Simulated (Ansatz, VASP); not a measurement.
Ir5Ru in VASP and in Ansatz

```
CELL_PARAMETERS angstrom
2.72745 0.00000 0.00000
-1.36372 2.36204 0.00000
0.00000 0.00000 13.38921
ATOMIC_POSITIONS crystal
Ru 0.00000 0.00000 0.50000
Ir 0.33333 0.66667 0.83311
Ir 0.66667 0.33333 0.66383
Ir 0.33333 0.66667 0.33617
Ir 0.66667 0.33333 0.16689
Ir 0.00000 0.00000 0.00000
```

Alike in both runs: functional PBE; k mesh 18 × 18 × 4; occupations gaussian, width 0.1 eV; no spin polarisation.

Ansatz relaxed the structure, and its values are those at the end. VASP's run is a single point on that final structure, the one shown.

|  | VASP | Ansatz |
| --- | --- | --- |
| version | VASP 6.6.1 | Ansatz 0.2.0 |
| potentials or method | VASP PAW PBE potentials, release 64 (Ru_pv, Ir), cutoff 520 eV | scalar-relativistic, plane waves, PAW |
| valence electrons in the cell | 59 | 101 |

VASP gave:

* gap on the k mesh at the Fermi level (eV): none
* pressure (GPa): 0.4
* rms of the force components (eV/Å): 0.007

Question: Which values does Ansatz return?

Answer: gap on the k mesh at the Fermi level (eV): none; pressure (GPa): 0.0; rms of the force components (eV/Å): 0.000.

A gap of «none» marks a metal or a gap that the smearing closes. VASP's potentials hold 59 valence electrons a cell and Ansatz's 101, so a difference there can come from the potentials and not from the codes.

Spin-orbit coupling is off throughout.
